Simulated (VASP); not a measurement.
# La in VASP: further runs

Runs on La. Level: PBE. Tasks: single point, relaxation of cell and atoms.

Everything below comes from runs of VASP 6.6.1. Logs are shortened: lines on timing, memory, paths and dates and some standing lists are left out, and cuts for length are marked.

## (1) The cell of the first run

The typed cell holds 1 atom: a = 3.325 Å, b = 3.325 Å, c = 3.326 Å, α = 90.00°, β = 90.00°, γ = 90.00°.

## (2) Single point, PBE

Contents of INCAR:

```
PREC = Accurate
ENCUT = 520
EDIFF = 1E-7
ISMEAR = 0
SIGMA = 0.1
LREAL = False
LASPH = True
NELM = 80
ALGO = Normal
ISIF = 2
LWAVE = False
LCHARG = True
GGA = PE
LELF = True
LVHAR = True
NBANDS = 12
```

Contents of KPOINTS:

```
regular mesh
0
Gamma
  4 4 4
```

Contents of POSCAR:

```
La
1.0
    3.3245287629      0.0000000000      0.0000000000
    0.0000000000      3.3245287629      0.0000000000
    0.0000000000      0.0000000000      3.3255074401
La
1
Direct
    0.0000000000      0.0000000000      0.5000000000
```

Potentials or basis: VASP PAW PBE potentials, release 64 (La).

Command:

```console
$ cat potpaw_PBE.64/La/POTCAR > POTCAR
$ mpirun -np 1 vasp_std > vasp.out
```

OUTCAR:

```text
PREC = Accurate
   ENCUT = 520
   EDIFF = 1E-7
   ISMEAR = 0
   LREAL = False
   LASPH = True
   NELM = 80
   ISIF = 2
   GGA = PE

 ion  position               nearest neighbor table
   1  0.000  0.000  0.500-

  LATTYP: Found a simple tetragonal cell.
 ALAT       =     3.3245287629
 C/A-ratio  =     1.0002943807

  Lattice vectors:

 A1 = (   3.3245287629,   0.0000000000,   0.0000000000)
 A2 = (   0.0000000000,   3.3245287629,   0.0000000000)
 A3 = (   0.0000000000,   0.0000000000,   3.3255074401)

Analysis of symmetry for initial positions (statically):
=====================================================================
 Subroutine PRICEL returns:
 Original cell was already a primitive cell.

 Routine SETGRP: Setting up the symmetry group for a
 simple tetragonal supercell.

 Subroutine GETGRP returns: Found 16 space group operations
 (whereof 16 operations were pure point group operations)
 out of a pool of 16 trial point group operations.

The static configuration has the point symmetry D_4h.

Analysis of symmetry for dynamics (positions and initial velocities):
=====================================================================
 Subroutine PRICEL returns:
 Original cell was already a primitive cell.

 Routine SETGRP: Setting up the symmetry group for a
 simple tetragonal supercell.

 Subroutine GETGRP returns: Found 16 space group operations
 (whereof 16 operations were pure point group operations)
 out of a pool of 16 trial point group operations.

The dynamic configuration has the point symmetry D_4h.

 Subroutine INISYM returns: Found 16 space group operations
 (whereof 16 operations are pure point group operations),
 and found     1 'primitive' translations

----------------------------------------------------------------------------------------

                                     Primitive cell

  volume of cell :      36.7551

  direct lattice vectors                    reciprocal lattice vectors
     3.324528763  0.000000000  0.000000000     0.300794510  0.000000000  0.000000000
     0.000000000  3.324528763  0.000000000     0.000000000  0.300794510  0.000000000
     0.000000000  0.000000000  3.325507440     0.000000000  0.000000000  0.300705988

  length of vectors
     3.324528763  3.324528763  3.325507440     0.300794510  0.300794510  0.300705988

  position of ions in fractional coordinates (direct lattice)
     0.000000000  0.000000000  0.500000000

  ion indices of the primitive-cell ions
   primitive index   ion index
                 1           1
[... 73 lines left out ...]
   POTIM  = 0.5000    time-step for ionic-motion
   TEBEG  =    0.0;   TEEND  =   0.0 temperature during run
   PSTRESS=    0.0 pullay stress
   NELECT =      11.0000    total number of electrons
   NUPDOWN=      -1.0000    fix difference up-down
   EMIN   =  10.00;   EMAX   =-10.00  energy-range for DOS
   EFERMI =   0.00;   METHOD = LEGACY
   ISMEAR =     0;   SIGMA  =   0.10  broadening in eV -4-tet -1-fermi 0-gaus
   EFERMI_NEDOS =   21; number of points for ismear=-14 and -15
   IALGO  =     38    algorithm
   IMIX   =      4    mixing-type and parameters
     AMIX     =   0.40;   BMIX     =  1.00
     AMIX_MAG =   1.60;   BMIX_MAG =  1.00
  volume/ion in A,a.u.               =      36.76       248.04
  Fermi-wavevector in a.u.,A,eV,Ry     =   1.095048  2.069340 16.315146  1.199129
  Thomas-Fermi vector in A             =   2.231364
   LORBIT       =      0    0 simple, 1 ext, 2 COOP (PROOUT), +10 PAW based schemes
   GGA     = PE    functional components
   LHFCALC =     F    Hartree Fock is set to
   AEXX    =    0.0000 exact exchange contribution
   IVDW    =     0    specifies the selected vdW correction
   LEPSILON=     F    determine dielectric tensor
   LRPA    =     F    only Hartree local field effects (RPA)
 non-spin polarized calculation
 Gauss-broadening in eV      SIGMA  =   0.10
  energy-cutoff  :      520.00
  volume of cell :       36.76
 maximum number of plane-waves:      1021
 NGX is ok and might be reduce to    28
   NGX = 13   NGY = 13   NGZ = 13

 number of electron      10.9999998 magnetization

 Free energy of the ion-electron system (eV)
  ---------------------------------------------------
  ext. energy  EPLUGINS =         0.00000000
  ---------------------------------------------------
  free energy    TOTEN  =        -4.43179468 eV

  energy without entropy =       -4.40390806  energy(sigma->0) =       -4.41785137

 E-fermi :   7.8040     XC(G=0):  -9.5417

 val. band max:        7.7746419237   @ k =   0.5000   0.2500   0.0000
 cond. band min:       7.8512681239   @ k =   0.5000   0.2500   0.2500
 fundamental gap:      0.0766262002
 Fermi energy:         7.8039818734

 k-point     1 :       0.0000    0.0000    0.0000
  band No.  band energies     occupation
      1     -25.2688      2.00000
      2      -7.9893      2.00000
      3      -7.9868      2.00000
      4      -7.9868      2.00000
      5       4.9738      2.00000
      6       6.7186      2.00000
      7       6.7188      2.00000
      8       9.6983      0.00000
      9       9.6989      0.00000
     10       9.6989      0.00000
     11       9.9091      0.00000
     12       9.9101      0.00000
[... 241 lines left out ...]
 k-point    18 :       0.5000    0.5000    0.5000
  band No.  band energies     occupation
      1     -24.5785      2.00000
      2      -9.3198      2.00000
      3      -9.3198      2.00000
      4      -9.3178      2.00000
      5       6.7436      2.00000
      6       6.7461      2.00000
      7       6.7461      2.00000
      8       9.0015      0.00000
      9       9.7791      0.00000
     10       9.7791      0.00000
     11       9.7794      0.00000
     12      10.1724      0.00000

------------------------ aborting loop because EDIFF is reached ----------------------------------------

  FORCE on cell =-STRESS in cart. coord.  units (eV):
  Direction    XX          YY          ZZ          XY          YZ          ZX
  --------------------------------------------------------------------------------------
  -------------------------------------------------------------------------------------
  Total        0.0491836      0.0491836      0.0534049      0.0000000      0.0000000      0.0000000
  in kB        2.1439387      2.1439387      2.3279517      0.0000000      0.0000000      0.0000000
  external PRESSURE =       2.2052764 kB  Pullay stress =       0.0000000 kB

 VOLUME and BASIS-vectors are now :
 -----------------------------------------------------------------------------
  energy-cutoff  :      520.00
  volume of cell :       36.76
      direct lattice vectors                 reciprocal lattice vectors
     3.324528763  0.000000000  0.000000000     0.300794510  0.000000000  0.000000000
     0.000000000  3.324528763  0.000000000     0.000000000  0.300794510  0.000000000
     0.000000000  0.000000000  3.325507440     0.000000000  0.000000000  0.300705988

 POSITION                                       TOTAL-FORCE (eV/Angst)
 -----------------------------------------------------------------------------------
      0.00000      0.00000      1.66275         0.000000      0.000000      0.000000
 -----------------------------------------------------------------------------------
    total drift:                                0.000000      0.000000     -0.000000

  FREE ENERGIE OF THE ION-ELECTRON SYSTEM (eV)
  ---------------------------------------------------
  free  energy   TOTEN  =        -4.4317946796 eV

  energy  without entropy=       -4.4039080573  energy(sigma->0) =       -4.41785137
```

Wall time 25 s (1 thread of Intel Xeon Platinum 8488C (Sapphire Rapids), shared host); peak memory 0.17 GiB.

Results:

| Item | Value |
| --- | --- |
| Free energy | -4.4318 eV |
| Pressure | 0.2 GPa |

Caveat: the k points lie up to 0.47 Å⁻¹ apart; spin-orbit coupling is left out, which moves the levels of the heavy elements.

## (3) Single point, PBE

Contents of INCAR:

```
PREC     = Accurate       # precision mode
ENCUT    = 520            # plane-wave cutoff, eV
EDIFF    = 1E-6           # SCF threshold, eV
ISMEAR   = 0              # smearing method
SIGMA    = 0.1            # smearing width, eV
LREAL    = F              # projectors in reciprocal space
LASPH    = T              # aspherical terms in the spheres
NELM     = 100            # most SCF steps
ALGO     = Normal         # electronic algorithm
ISIF     = 2              # what is computed and relaxed
LWAVE    = F              # write WAVECAR
LCHARG   = F              # write CHGCAR
GGA      = PE             # functional
NBANDS   = 12             # bands
```

Contents of KPOINTS:

```
regular mesh
0
Gamma
  6 6 6
```

Contents of POSCAR:

```
La
1.0
    3.3248549887      0.0000000000      0.0000000000
    0.0000000000      3.3248549887      0.0000000000
    0.0000000000      0.0000000000      3.3248549887
La
1
Direct
    0.0000000000      0.0000000000      0.0000000000
```

Potentials or basis: VASP PAW PBE potentials, release 64 (La).

Command:

```console
$ cat potpaw_PBE.64/La/POTCAR > POTCAR
$ mpirun -np 1 vasp_std > vasp.out
```

It took 20 s on 1 thread of Intel Xeon Platinum 8488C (Sapphire Rapids), shared host; peak memory 0.17 GiB.

The run converged. Its results:

```
Free energy : -4.3731 eV
Pressure    : 0.1 GPa
```

Levels at points of the mesh, in eV from the Fermi level:
| k point | band 4 | band 5 | band 6 | band 7 | band 8 | band 9 |
| --- | --- | --- | --- | --- | --- | --- |
| (0.00, 0.00, 0.00) | -15.82 | -2.80 | -1.09 | -1.09 | 1.90 | 1.90 |
| (0.50, 0.00, 0.00) | -15.63 | -0.62 | -0.27 | 0.94 | 1.41 | 2.02 |
| (0.50, 0.50, 0.00) | -15.44 | -2.39 | 0.58 | 1.46 | 1.46 | 2.02 |
| (0.50, 0.50, 0.50) | -17.15 | -1.06 | -1.06 | -1.06 | 1.22 | 1.97 |

Caveat: spin-orbit coupling is left out, which moves the levels of the heavy elements.

## (4) Single point, PBE

This run uses another cell than the first one, of 67.18 Å³/atom, 1.828 times its volume.

Contents of INCAR:

```
ALGO     = Fast           # electronic algorithm
EDIFF    = 1E-7           # SCF threshold, eV
ENCUT    = 520            # plane-wave cutoff, eV
GGA      = PE             # functional
ISIF     = 2              # what is computed and relaxed
ISMEAR   = 0              # smearing method
LASPH    = True           # aspherical terms in the spheres
LCHARG   = True           # write CHGCAR
LELF     = True           # ELF
LREAL    = False          # projectors in reciprocal space
LVHAR    = True         
LWAVE    = False          # write WAVECAR
NBANDS   = 12             # bands
NELM     = 80             # most SCF steps
PREC     = Accurate       # precision mode
SIGMA    = 0.1            # smearing width, eV
```

Contents of KPOINTS:

```
k-points
0
Gamma
  4 4 4
```

Contents of POSCAR:

```
La
1.0
    4.0677795400      0.0000000000      0.0000000000
    0.0000000000      4.0677795400      0.0000000000
    0.0000000000      0.0000000000      4.0602067100
La
1
Direct
    0.0000000000      0.0000000000      0.5000000000
```

Potentials or basis: VASP PAW PBE potentials, release 64 (La).

Command:

```console
$ cat potpaw_PBE.64/La/POTCAR > POTCAR
$ mpirun -np 1 vasp_std > vasp.out
```

OUTCAR:

```text
EDIFF = 1E-7
   ENCUT = 520
   GGA = PE
   ISIF = 2
   ISMEAR = 0
   LASPH = True
   LREAL = False
   NELM = 80
   PREC = Accurate

 ion  position               nearest neighbor table
   1  0.000  0.000  0.500-

  LATTYP: Found a simple tetragonal cell.
 ALAT       =     4.0677795400
 C/A-ratio  =     0.9981383381

  Lattice vectors:

 A1 = (   4.0677795400,   0.0000000000,   0.0000000000)
 A2 = (   0.0000000000,   4.0677795400,   0.0000000000)
 A3 = (   0.0000000000,   0.0000000000,   4.0602067100)

Analysis of symmetry for initial positions (statically):
=====================================================================
 Subroutine PRICEL returns:
 Original cell was already a primitive cell.

 Routine SETGRP: Setting up the symmetry group for a
 simple tetragonal supercell.

 Subroutine GETGRP returns: Found 16 space group operations
 (whereof 16 operations were pure point group operations)
 out of a pool of 16 trial point group operations.

The static configuration has the point symmetry D_4h.

[... 159 lines left out ...]
 k-point     1 :       0.0000    0.0000    0.0000
  band No.  band energies     occupation
      1     -30.6917      2.00000
      2     -14.1158      2.00000
      3     -14.1158      2.00000
      4     -14.1107      2.00000
      5       0.6416      2.00000
      6       2.8450      2.00000
      7       2.8465      2.00000
      8       3.9323      0.00000
      9       3.9330      0.00000
     10       3.9414      0.00000
     11       3.9858      0.00000
     12       3.9870      0.00000
[... 241 lines left out ...]
 k-point    18 :       0.5000    0.5000    0.5000
  band No.  band energies     occupation
      1     -30.6262      2.00000
      2     -14.3670      2.00000
      3     -14.3658      2.00000
      4     -14.3658      2.00000
      5       3.0694      1.99744
      6       3.0694      1.99744
      7       3.0785      1.99612
      8       3.8221      0.00000
      9       3.9106      0.00000
     10       3.9109      0.00000
     11       3.9111      0.00000
     12       4.0677      0.00000

------------------------ aborting loop because EDIFF is reached ----------------------------------------

  FORCE on cell =-STRESS in cart. coord.  units (eV):
  Direction    XX          YY          ZZ          XY          YZ          ZX
  --------------------------------------------------------------------------------------
  -------------------------------------------------------------------------------------
  Total       -2.2811736     -2.2811736     -2.2892830      0.0000000      0.0000000      0.0000000
  in kB      -54.4008854    -54.4008854    -54.5942755      0.0000000      0.0000000      0.0000000
  external PRESSURE =     -54.4653487 kB  Pullay stress =       0.0000000 kB

 VOLUME and BASIS-vectors are now :
 -----------------------------------------------------------------------------
  energy-cutoff  :      520.00
  volume of cell :       67.18
      direct lattice vectors                 reciprocal lattice vectors
     4.067779540  0.000000000  0.000000000     0.245834365  0.000000000  0.000000000
     0.000000000  4.067779540  0.000000000     0.000000000  0.245834365  0.000000000
     0.000000000  0.000000000  4.060206710     0.000000000  0.000000000  0.246292879

 POSITION                                       TOTAL-FORCE (eV/Angst)
 -----------------------------------------------------------------------------------
      0.00000      0.00000      2.03010         0.000000      0.000000      0.000000
 -----------------------------------------------------------------------------------
    total drift:                                0.000000      0.000000      0.000000

  FREE ENERGIE OF THE ION-ELECTRON SYSTEM (eV)
  ---------------------------------------------------
  free  energy   TOTEN  =        -3.6818793743 eV

  energy  without entropy=       -3.6660026772  energy(sigma->0) =       -3.67394103
```

OSZICAR:

```text
N       E                     dE             d eps       ncg     rms          rms(c)
DAV:   1     0.116432593551E+03    0.11643E+03   -0.39958E+03   432   0.943E+02
DAV:   2     0.604511923967E+01   -0.11039E+03   -0.10829E+03   600   0.181E+02
DAV:   3    -0.231218600894E+01   -0.83573E+01   -0.81070E+01   460   0.751E+01
[... 29 lines left out ...]
RMM:  33    -0.368187901744E+01    0.12663E-06   -0.18536E-06   681   0.890E-03    0.389E-03
RMM:  34    -0.368187899468E+01    0.22760E-07   -0.14376E-06   653   0.945E-03    0.198E-03
RMM:  35    -0.368187921740E+01   -0.22272E-06   -0.19084E-06   712   0.109E-02    0.992E-04
RMM:  36    -0.368187935281E+01   -0.13541E-06   -0.81434E-07   627   0.840E-03    0.141E-03
RMM:  37    -0.368187937433E+01   -0.21520E-07   -0.50705E-07   601   0.677E-03
   1 F= -.36818794E+01 E0= -.36739410E+01  d E =-.158767E-01
```

stdout:

```text
POSCAR found type information on POSCAR La
 POSCAR found :  1 types and       1 ions
 scaLAPACK will be used
 LDA part: xc-table for (Slater+PW92), standard interpolation
 POSCAR, INCAR and KPOINTS ok, starting setup
 FFT: planning ... GRIDC
 FFT: planning ... GRID_SOFT
 FFT: planning ... GRID
 WAVECAR not read
 entering main loop
WARNING in EDDRMM: call to ZHEGV failed, returncode =   8  4      5
```

Wall time 67 s (1 thread of Intel Xeon Platinum 8488C (Sapphire Rapids), shared host); peak memory 0.17 GiB.

Results:

```
Free energy : -3.6819 eV
Pressure    : -5.4 GPa
```

Caveat: the k points lie up to 0.39 Å⁻¹ apart; spin-orbit coupling is left out, which moves the levels of the heavy elements.

[end of part 1 of 2]
